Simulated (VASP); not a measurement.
A run of VASP 6.6.1:

Contents of INCAR:

```
SYSTEM = Re
ALGO = Normal
EDIFF = 1E-6
ENCUT = 520
GGA = PE
ISIF = 2
ISMEAR = 0
LASPH = .True.
LCHARG = .False.
LREAL = .False.
LWAVE = .False.
NBANDS = 10
NELM = 60
PREC = Accurate
SIGMA = 0.15
```

KPOINTS

```
k-points
0
Gamma
  10 10 10
  0 0 0
```

Contents of POSCAR:

```
Re
1.0
    0.0000000000      2.1444946654      1.6576943764
    2.1444946654      0.0000000000      1.6576943764
    2.1444946654      2.1444946654      0.0000000000
Re
1
Direct
    0.0000000000      0.0000000000      0.0000000000
```

Potentials or basis: VASP PAW PBE potentials, release 64 (Re).

The run is started by

```console
$ cat potpaw_PBE.64/Re/POTCAR > POTCAR
$ mpirun -np 1 vasp_std > vasp.out
```

Hardware: 1 thread of Intel Xeon 8259CL, with other jobs on the host.

How long does it take, and how much memory?

It took 21 s on 1 thread of Intel Xeon 8259CL, with other jobs on the host, peak memory 0.14 GiB. Counts: scf iterations 11, k points 102.
